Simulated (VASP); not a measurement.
# Mg3CdS2 (P6/mmm) in VASP: notebook

The runs below take Mg3CdS2 through single point, relaxation of cell and atoms, with PBE.

Everything below comes from runs of VASP 6.6.1. Logs are shortened: lines on timing, memory, paths and dates and some standing lists are left out, and cuts for length are marked.

## (1) The cell of the first run

The structure is hexagonal, space group P6/mmm (No. 191). Conventional cell: a = 6.540 Å, b = 6.540 Å, c = 3.581 Å, α = 90.00°, β = 90.00°, γ = 120.00°. Mg (site symmetry mmm) has 4 S at 2.60 Å and 4 Mg at 3.27 Å and 2 Cd at 3.27 Å within 3.4 Å. Cd (site symmetry 6/mmm) has 6 Mg at 3.27 Å and 2 Cd at 3.58 Å and 12 S at 4.18 Å within 4.3 Å. Within 3.4 Å of S (site symmetry -6m2) lie 6 Mg at 2.60 Å.

## (2) Single point, PBE

Contents of INCAR:

```
ALGO = Normal
EDIFF = 1E-7
ENCUT = 520
GGA = PE
ISIF = 2
ISMEAR = 0
LASPH = True
LCHARG = False
LREAL = False
LWAVE = False
NBANDS = 24
NELM = 100
PREC = Accurate
SIGMA = 0.1
```

Contents of KPOINTS:

```
k-points
0
Gamma
  6 6 10
```

Contents of POSCAR:

```
Mg3CdS2
1.0
    6.5398717383      0.0000000000      0.0000000000
   -3.2699358691      5.6636950629      0.0000000000
    0.0000000000      0.0000000000      3.5811031227
Mg Cd S
3 1 2
Direct
    0.0000000000      0.5000000000      0.0000000000
    0.5000000000      0.0000000000      0.0000000000
    0.5000000000      0.5000000000      0.0000000000
    0.0000000000      0.0000000000      0.0000000000
    0.6666666667      0.3333333333      0.5000000000
    0.3333333333      0.6666666667      0.5000000000
```

Potentials or basis: VASP PAW PBE potentials, release 64 (Mg, Cd, S).

Started as:

```
$ cat potpaw_PBE.64/Mg/POTCAR potpaw_PBE.64/Cd/POTCAR potpaw_PBE.64/S/POTCAR > POTCAR
$ mpirun -np 1 vasp_std > vasp.out
```

OUTCAR:

```text
EDIFF = 1E-7
   ENCUT = 520
   GGA = PE
   ISIF = 2
   ISMEAR = 0
   LASPH = True
   LREAL = False
   NELM = 100
   PREC = Accurate

 ion  position               nearest neighbor table
   1  0.000  0.500  0.000-   5 2.60   6 2.60   5 2.60   6 2.60   3 3.27   3 3.27   4 3.27   4 3.27
                             2 3.27   2 3.27
   2  0.500  0.000  0.000-   5 2.60   6 2.60   5 2.60   6 2.60   4 3.27   4 3.27   3 3.27   3 3.27
                             1 3.27   1 3.27
   3  0.500  0.500  0.000-   5 2.60   6 2.60   5 2.60   6 2.60   1 3.27   1 3.27   2 3.27   2 3.27
                             4 3.27   4 3.27
   4  0.000  0.000  0.000-   2 3.27   2 3.27   1 3.27   1 3.27   3 3.27   3 3.27
   5  0.667  0.333  0.500-   1 2.60   1 2.60   2 2.60   2 2.60   3 2.60   3 2.60
   6  0.333  0.667  0.500-   1 2.60   1 2.60   2 2.60   2 2.60   3 2.60   3 2.60

  LATTYP: Found a hexagonal cell.
 ALAT       =     6.5398717383
 C/A-ratio  =     0.5475800239

  Lattice vectors:

 A1 = (   6.5398717383,   0.0000000000,   0.0000000000)
 A2 = (  -3.2699358691,   5.6636950629,   0.0000000000)
 A3 = (   0.0000000000,   0.0000000000,   3.5811031227)

Analysis of symmetry for initial positions (statically):
=====================================================================
 Subroutine PRICEL returns:
 Original cell was already a primitive cell.

 Routine SETGRP: Setting up the symmetry group for a
 hexagonal supercell.

 Subroutine GETGRP returns: Found 24 space group operations
 (whereof 24 operations were pure point group operations)
 out of a pool of 24 trial point group operations.

The static configuration has the point symmetry D_6h.

Analysis of symmetry for dynamics (positions and initial velocities):
=====================================================================
 Subroutine PRICEL returns:
 Original cell was already a primitive cell.

 Routine SETGRP: Setting up the symmetry group for a
 hexagonal supercell.

 Subroutine GETGRP returns: Found 24 space group operations
 (whereof 24 operations were pure point group operations)
 out of a pool of 24 trial point group operations.

The dynamic configuration has the point symmetry D_6h.

 Subroutine INISYM returns: Found 24 space group operations
 (whereof 24 operations are pure point group operations),
 and found     1 'primitive' translations

----------------------------------------------------------------------------------------

                                     Primitive cell

  volume of cell :     132.6435

  direct lattice vectors                    reciprocal lattice vectors
     6.539871738  0.000000000  0.000000000     0.152908198  0.088281589  0.000000000
    -3.269935869  5.663695063  0.000000000     0.000000000  0.176563178  0.000000000
     0.000000000  0.000000000  3.581103123     0.000000000  0.000000000  0.279243564

  length of vectors
     6.539871738  6.539871738  3.581103123     0.176563178  0.176563178  0.279243564

  position of ions in fractional coordinates (direct lattice)
     0.000000000  0.500000000  0.000000000
     0.500000000  0.000000000  0.000000000
     0.500000000  0.500000000  0.000000000
     0.000000000  0.000000000  0.000000000
     0.666666667  0.333333333  0.500000000
     0.333333333  0.666666667  0.500000000

  ion indices of the primitive-cell ions
   primitive index   ion index
                 1           1
                 2           2
                 3           3
                 4           4
                 5           5
                 6           6

----------------------------------------------------------------------------------------

 KPOINTS: k-points

Automatic generation of k-mesh.
 Grid dimensions read from file:
 generate k-points for:    6    6   10

 Generating k-lattice:

  Cartesian coordinates                     Fractional coordinates (reciprocal lattice)
     0.025484700  0.014713598  0.000000000     0.166666667  0.000000000  0.000000000
     0.000000000  0.029427196  0.000000000     0.000000000  0.166666667  0.000000000
     0.000000000  0.000000000  0.027924356     0.000000000  0.000000000  0.100000000

  Length of vectors
     0.029427196  0.029427196  0.027924356

  Shift w.r.t. Gamma in fractional coordinates (k-lattice)
     0.000000000  0.000000000  0.000000000

 Subroutine IBZKPT returns following result:
 ===========================================

 Found     42 irreducible k-points:

 Following reciprocal coordinates:
            Coordinates               Weight
  0.000000  0.000000  0.000000      1.000000
  0.166667  0.000000  0.000000      6.000000
  0.333333  0.000000  0.000000      6.000000
  0.500000  0.000000  0.000000      3.000000
  0.166667  0.166667  0.000000      6.000000
  0.333333  0.166667  0.000000     12.000000
[... 16 lines left out ...]
  0.166667  0.000000  0.300000     12.000000
  0.333333  0.000000  0.300000     12.000000
 [... further k-points ...]
   k-points           NKPTS =     42   k-points in BZ     NKDIM =     42   number of bands    NBANDS=     24
   number of dos      NEDOS =    301   number of ions     NIONS =      6
   total plane-waves  NPLWV =  70000
   dimension x,y,z NGX =    50 NGY =   50 NGZ =   28
   dimension x,y,z NGXF=   100 NGYF=  100 NGZF=   56
   ions per type =               3   1   2
   NGX,Y,Z   is equivalent  to a cutoff of  12.71, 12.71, 13.00 a.u.
   NGXF,Y,Z  is equivalent  to a cutoff of  25.42, 25.42, 26.00 a.u.
 SYSTEM =  unknown system
   PREC   = accura    normal or accurate (medium, high low for compatibility)
   ISTART =      0    job   : 0-new  1-cont  2-samecut
   ICHARG =      2    charge: 1-file 2-atom 10-const
   ISPIN  =      1    spin polarized calculation?
   LNONCOLLINEAR =      F non collinear calculations
   LSORBIT =      F    spin-orbit coupling
   LASPH  =      T    aspherical Exc in radial PAW
   ENCUT  =  520.0 eV  38.22 Ry    6.18 a.u.  12.16 12.16  6.66*2*pi/ulx,y,z
   NELM   =    100;   NELMIN=  2; NELMDL= -5     # of ELM steps
   EDIFF  = 0.1E-06   stopping-criterion for ELM
   LREAL  =      F    real-space projection
   EDIFFG = 0.1E-05   stopping-criterion for IOM
   NSW    =      0    number of steps for IOM
   IBRION =     -1    ionic relax: 0-MD 1-quasi-New 2-CG
   NFREE  =      0    steps in history (QN), initial steepest desc. (CG)
   ISIF   =      2    stress and relaxation
   ISYM   =      2    0-nonsym 1-usesym 2-fastsym
   POTIM  = 0.5000    time-step for ionic-motion
   TEBEG  =    0.0;   TEEND  =   0.0 temperature during run
   PSTRESS=    0.0 pullay stress
   NELECT =      30.0000    total number of electrons
   NUPDOWN=      -1.0000    fix difference up-down
   EMIN   =  10.00;   EMAX   =-10.00  energy-range for DOS
   EFERMI =   0.00;   METHOD = LEGACY
   ISMEAR =     0;   SIGMA  =   0.10  broadening in eV -4-tet -1-fermi 0-gaus
   EFERMI_NEDOS =   21; number of points for ismear=-14 and -15
   IALGO  =     38    algorithm
   IMIX   =      4    mixing-type and parameters
     AMIX     =   0.40;   BMIX     =  1.00
     AMIX_MAG =   1.60;   BMIX_MAG =  1.00
  volume/ion in A,a.u.               =      22.11       149.19
  Fermi-wavevector in a.u.,A,eV,Ry     =   0.997440  1.884888 13.536243  0.994886
  Thomas-Fermi vector in A             =   2.129596
   LORBIT       =      0    0 simple, 1 ext, 2 COOP (PROOUT), +10 PAW based schemes
   GGA     = PE    functional components
   LHFCALC =     F    Hartree Fock is set to
   AEXX    =    0.0000 exact exchange contribution
   IVDW    =     0    specifies the selected vdW correction
   LEPSILON=     F    determine dielectric tensor
   LRPA    =     F    only Hartree local field effects (RPA)
 non-spin polarized calculation
 Gauss-broadening in eV      SIGMA  =   0.10
  energy-cutoff  :      520.00
  volume of cell :      132.64
 maximum number of plane-waves:      3622
 NGX is ok and might be reduce to    50
   NGX = 25   NGY = 25   NGZ = 13

 number of electron      29.9999994 magnetization

 Free energy of the ion-electron system (eV)
  ---------------------------------------------------
  ext. energy  EPLUGINS =         0.00000000
  ---------------------------------------------------
  free energy    TOTEN  =       -17.38229950 eV

  energy without entropy =      -17.36308831  energy(sigma->0) =      -17.37269391

 E-fermi :   3.7989     XC(G=0):  -9.0445

 val. band max:        3.7879571484   @ k =   0.5000   0.0000   0.2000
 cond. band min:       3.8204385942   @ k =   0.3333   0.3333   0.4000
 fundamental gap:      0.0324814457
 Fermi energy:         3.7989414446

 k-point     1 :       0.0000    0.0000    0.0000
  band No.  band energies     occupation
      1     -10.6656      2.00000
      2     -10.0007      2.00000
      3      -5.1185      2.00000
      4      -4.9747      2.00000
      5      -4.9747      2.00000
      6      -4.8391      2.00000
[... 16 lines left out ...]
     23       9.4446      0.00000
     24      10.0561      0.00000

 k-point     2 :       0.1667    0.0000    0.0000
  band No.  band energies     occupation
      1     -10.6295      2.00000
      2     -10.0447      2.00000
      3      -5.1188      2.00000
      4      -4.9691      2.00000
      5      -4.9648      2.00000
      6      -4.8393      2.00000
[... 16 lines left out ...]
     23       9.7139      0.00000
     24       9.9687      0.00000

 k-point     3 :       0.3333    0.0000    0.0000
  band No.  band energies     occupation
      1     -10.5346      2.00000
      2     -10.1549      2.00000
      3      -5.1195      2.00000
      4      -4.9575      2.00000
      5      -4.9479      2.00000
      6      -4.8397      2.00000
[... 16 lines left out ...]
     23       9.5728      0.00000
     24       9.8269      0.00000
[... 514 lines left out ...]
 k-point    23 :       0.1667    0.0000    0.3000
  band No.  band energies     occupation
      1     -10.1916      2.00000
      2      -9.7007      2.00000
      3      -4.9439      2.00000
      4      -4.9432      2.00000
      5      -4.9375      2.00000
      6      -4.9374      2.00000
[... 16 lines left out ...]
     23       9.5652      0.00000
     24       9.6569      0.00000

 k-point    24 :       0.3333    0.0000    0.3000
  band No.  band energies     occupation
      1     -10.1119      2.00000
      2      -9.7919      2.00000
      3      -4.9409      2.00000
      4      -4.9405      2.00000
      5      -4.9356      2.00000
      6      -4.9341      2.00000
[... 16 lines left out ...]
     23       8.9120      0.00000
     24       9.8176      0.00000

 [... further k-points ...]
[... 5 lines left out ...]
  --------------------------------------------------------------------------------------
  -------------------------------------------------------------------------------------
  Total       -0.1197183     -0.1197183     -0.1231362     -0.0000000      0.0000000      0.0000000
  in kB       -1.4460562     -1.4460562     -1.4873401     -0.0000000      0.0000000      0.0000000
  external PRESSURE =      -1.4598175 kB  Pullay stress =       0.0000000 kB

 VOLUME and BASIS-vectors are now :
 -----------------------------------------------------------------------------
  energy-cutoff  :      520.00
  volume of cell :      132.64
      direct lattice vectors                 reciprocal lattice vectors
     6.539871738  0.000000000  0.000000000     0.152908198  0.088281589  0.000000000
    -3.269935869  5.663695063  0.000000000     0.000000000  0.176563178  0.000000000
     0.000000000  0.000000000  3.581103123     0.000000000  0.000000000  0.279243564

 POSITION                                       TOTAL-FORCE (eV/Angst)
 -----------------------------------------------------------------------------------
     -1.63497      2.83185      0.00000        -0.000000      0.000000      0.000000
      3.26994      0.00000      0.00000        -0.000000      0.000000      0.000000
      1.63497      2.83185      0.00000        -0.000000      0.000000      0.000000
      0.00000      0.00000      0.00000        -0.000000      0.000000      0.000000
      3.26994      1.88790      1.79055        -0.000000      0.000000     -0.000000
     -0.00000      3.77580      1.79055         0.000000     -0.000000      0.000000
 -----------------------------------------------------------------------------------
    total drift:                                0.000000     -0.000000      0.000000

  FREE ENERGIE OF THE ION-ELECTRON SYSTEM (eV)
  ---------------------------------------------------
  free  energy   TOTEN  =       -17.3822994974 eV

  energy  without entropy=      -17.3630883145  energy(sigma->0) =      -17.37269391
```

Wall time 2.7 min (1 thread of Intel Xeon Platinum 8488C (Sapphire Rapids), shared host); peak memory 0.33 GiB.

Results:

* Free energy: -17.3823 eV
* Pressure: -0.1 GPa
* Band gap on the k mesh: zero (band 15 reaches 4.15 eV, above the bottom of band 16 at 3.59 eV)

## (3) Relaxation of cell and atoms, PBE

Contents of INCAR:

```
SYSTEM = Mg3CdS2
ALGO = Normal
EDIFF = 1E-6
EDIFFG = -0.04
ENCUT = 600
GGA = PE
IBRION = 2
ISIF = 3
ISMEAR = 0
LASPH = .TRUE.
LCHARG = .FALSE.
LREAL = .FALSE.
LWAVE = .FALSE.
NELM = 100
NSW = 90
PREC = Accurate
SIGMA = 0.1
```

Contents of KPOINTS:

```
k-points
0
G
  3 3 6
  0 0 0
```

Changes to POSCAR since step 2:

```diff
@@ -2,5 +2,5 @@
 1.0
-    6.5398717383      0.0000000000      0.0000000000
-   -3.2699358691      5.6636950629      0.0000000000
-    0.0000000000      0.0000000000      3.5811031227
+    6.5323473739      0.0000000000      0.0000000000
+   -3.2661736869      5.6571787721      0.0000000000
+    0.0000000000      0.0000000000      3.5864126848
 Mg Cd S
```

Potentials or basis: VASP PAW PBE potentials, release 64 (Mg, Cd, S).

Started as:

```
$ cat potpaw_PBE.64/Mg/POTCAR potpaw_PBE.64/Cd/POTCAR potpaw_PBE.64/S/POTCAR > POTCAR
$ mpirun -np 1 vasp_std > vasp.out
```

Run time: 58 s. Hardware: 1 thread of Intel Xeon Platinum 8488C (Sapphire Rapids), shared host; peak memory 0.29 GiB.

The run converged. Its results:

```
Free energy             : -17.3647 eV
Pressure after relaxing : -0.2 GPa
Band gap on the k mesh  : zero (band 15 reaches 4.13 eV, above the bottom of band 16 at 3.66 eV)
```

Stress tensor (GPa, compression positive):
```
-0.23  0.00  0.00
 0.00 -0.23  0.00
 0.00  0.00 -0.12
```

Final structure:
```
CELL_PARAMETERS angstrom
6.53235 0.00000 0.00000
-3.26617 5.65718 0.00000
0.00000 0.00000 3.58641
ATOMIC_POSITIONS crystal
Mg 0.00000 0.50000 0.00000
Mg 0.50000 0.00000 0.00000
Mg 0.50000 0.50000 0.00000
Cd 0.00000 0.00000 0.00000
S 0.66667 0.33333 0.50000
S 0.33333 0.66667 0.50000
```

Levels at points of the mesh, in eV from the Fermi level:
| k point | band 12 | band 13 | band 14 | band 15 | band 16 | band 17 | band 18 | band 19 |
| --- | --- | --- | --- | --- | --- | --- | --- | --- |
| (0.00, 0.00, 0.00) | -4.45 | -3.56 | -3.20 | 0.20 | 0.20 | 1.19 | 2.57 | 3.69 |
| (0.00, 0.00, 0.50) | -3.45 | -3.45 | -2.01 | -0.18 | -0.15 | -0.15 | 0.22 | 0.22 |

Caveat: the k points lie up to 0.37 Å⁻¹ apart in the final cell; the relaxation stopped at its first step, so nothing moved.

## (4) Relaxation of cell and atoms, PBE

Contents of INCAR:

```
PREC     = Accurate       # precision mode
ENCUT    = 600            # plane-wave cutoff, eV
EDIFF    = 1E-7           # SCF threshold, eV
ISMEAR   = 0              # smearing method
SIGMA    = 0.1            # smearing width, eV
LREAL    = False          # projectors in reciprocal space
LASPH    = True           # aspherical terms in the spheres
NELM     = 80             # most SCF steps
ALGO     = Normal         # electronic algorithm
ISIF     = 3              # what is computed and relaxed
LWAVE    = False          # write WAVECAR
LCHARG   = False          # write CHGCAR
GGA      = PE             # functional
IBRION   = 2              # ionic algorithm
NSW      = 100            # ionic steps
EDIFFG   = -0.01          # ionic threshold
```

Contents of KPOINTS:

```
Automatic mesh
0
Gamma
  6 6 10
```

POSCAR is that of step 3.

Started as:

```
$ cat potpaw_PBE.64/Mg/POTCAR potpaw_PBE.64/Cd/POTCAR potpaw_PBE.64/S/POTCAR > POTCAR
$ mpirun -np 1 vasp_std > vasp.out
```

It took 4.3 min on 1 thread of Intel Xeon Platinum 8488C (Sapphire Rapids), shared host; peak memory 0.39 GiB.

Results (log left out):

```yaml
Free_energy: -17.3829 eV
Relaxed_volume: 22.03 Å³/atom
Relaxed_cell: a = 6.529 Å, b = 6.529 Å, c = 3.581 Å, α = 90.00°, β = 90.00°, γ = 120.00°
Space_group_after_relaxing_to_0.05_Å: P6/mmm (No. 191)
Energy_gained_by_relaxing: 0.0 meV/atom
Ionic_steps: 2
Pressure_after_relaxing: 0.0 GPa
Band_gap_on_the_k_mesh: zero (band 15 reaches 4.17 eV, above the bottom of band 16 at 3.61 eV)
```

Step by step:
| step | energy change (eV) | largest force (eV/Å) | pressure (GPa) | volume (Å³) |
| --- | --- | --- | --- | --- |
| 1 | 0.0000 | 0.0000 | -0.13 | 132.53 |
| 2 | -0.0002 | 0.0000 | -0.01 | 132.19 |

Final structure:
```
CELL_PARAMETERS angstrom
6.52915 0.00000 0.00000
-3.26457 5.65441 0.00000
0.00000 0.00000 3.58057
ATOMIC_POSITIONS crystal
Mg 0.00000 0.50000 0.00000
Mg 0.50000 0.00000 0.00000
Mg 0.50000 0.50000 0.00000
Cd 0.00000 0.00000 0.00000
S 0.66667 0.33333 0.50000
S 0.33333 0.66667 0.50000
```

Levels at points of the mesh, in eV from the Fermi level:
| k point | band 13 | band 14 | band 15 | band 16 | band 17 | band 18 |
| --- | --- | --- | --- | --- | --- | --- |
| (0.00, 0.00, 0.00) | -3.45 | -3.09 | 0.29 | 0.29 | 1.32 | 2.71 |
| (0.50, 0.00, 0.00) | -3.21 | -3.18 | -0.82 | 0.17 | 1.28 | 2.94 |
| (0.00, 0.00, 0.50) | -3.35 | -1.92 | -0.10 | -0.05 | -0.05 | 0.33 |
| (0.50, 0.00, 0.50) | -3.09 | -2.84 | -1.08 | 0.50 | 0.64 | 2.61 |

## (5) Overview

```tsv
task	cell	k mesh	cutoff (eV)	gap on the mesh (eV)	pressure (GPa)
single point	a = 6.540, b = 6.540, c = 3.581 Å, angles 90.0, 90.0, 120.0°, 6 atoms	6 × 6 × 10	520	none	-0.1
relaxation of cell and atoms	relaxed from a = 6.532, b = 6.532, c = 3.586 Å, angles 90.0, 90.0, 120.0°, 6 atoms	3 × 3 × 6	600	none	-0.2
relaxation of cell and atoms	relaxed from a = 6.532, b = 6.532, c = 3.586 Å, angles 90.0, 90.0, 120.0°, 6 atoms	6 × 6 × 10	600	none	0.0
```

Alike in all rows: level PBE; potentials or basis VASP PAW PBE potentials, release 64 (Mg, Cd, S); no spin polarisation; smearing gaussian 0.1 eV.

Caveats: some runs use coarse meshes; the relaxation stopped at its first step, so nothing moved (some runs).

Absolute energies hang on the potentials; compare differences alone.
